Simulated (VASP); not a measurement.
Write the native input for VASP 6.6.1 that does the following.

```yaml
Task: single point
Functional: r2SCAN
Potentials_or_basis: VASP PAW PBE potentials, release 64 (Al, Cu)
Cutoff: 520 eV
k_mesh: 8 × 8 × 3
Occupations: gaussian, width 0.01 eV
Spin: no spin polarisation
Dipole_correction: no
Further_INCAR_settings: ALGO = Normal; EDIFF = 1e-06; NBANDS = 18
```

The system is Al3Cu.

```
CELL_PARAMETERS angstrom
2.77841 0.00000 0.00000
0.00000 2.77841 0.00000
0.00000 0.00000 7.51340
ATOMIC_POSITIONS crystal
Al 0.00000 0.00000 0.50000
Al 0.50000 0.50000 0.22612
Al 0.50000 0.50000 0.77388
Cu 0.00000 0.00000 0.00000
```

The input as run:

POSCAR

```
Al3Cu
1.0
    2.7784054294      0.0000000000      0.0000000000
    0.0000000000      2.7784054294      0.0000000000
    0.0000000000      0.0000000000      7.5134034100
Al Cu
3 1
Direct
    0.0000000000      0.0000000000      0.5000000000
    0.5000000000      0.5000000000      0.2261155100
    0.5000000000      0.5000000000      0.7738844900
    0.0000000000      0.0000000000      0.0000000000
```

INCAR.step1

```
SYSTEM = Al3Cu
PREC = Accurate
ENCUT = 520
ISMEAR = 0
SIGMA = 0.01
LREAL = .FALSE.
LASPH = .TRUE.
NELM = 60
NBANDS = 18
GGA = PE
ALGO = Normal
EDIFF = 1E-4
LWAVE = .TRUE.
LCHARG = .FALSE.
```

INCAR.step2

```
SYSTEM = Al3Cu
PREC = Accurate
ENCUT = 520
EDIFF = 1E-6
ISMEAR = 0
SIGMA = 0.01
LREAL = .FALSE.
LASPH = .TRUE.
NELM = 60
ALGO = Normal
ISIF = 2
LWAVE = .FALSE.
LCHARG = .FALSE.
METAGGA = R2SCAN
LMIXTAU = .TRUE.
NBANDS = 18
ISTART = 1
```

KPOINTS

```
regular mesh
0
G
  8 8 3
  0 0 0
```

Potentials or basis: VASP PAW PBE potentials, release 64 (Al, Cu).

The run is started by

```sh
$ cat potpaw_PBE.64/Al/POTCAR potpaw_PBE.64/Cu/POTCAR > POTCAR
$ cp INCAR.step1 INCAR
$ mpirun -np 1 vasp_std > vasp.out
$ cp INCAR.step2 INCAR
$ mpirun -np 1 vasp_std > vasp.out
```

Results of the run:

- Pressure: 0.3 GPa
- Largest force: 0.205 eV/Å
- Band gap on the k mesh: zero (bands 10 and 11 overlap by 5.15 eV)

Caveat: the PAW data sets were made with another functional, which shifts forces and pressure a little.

Run time: 3.1 min on 1 thread of Intel Xeon 8259CL (shared host), peak memory 0.19 GiB.
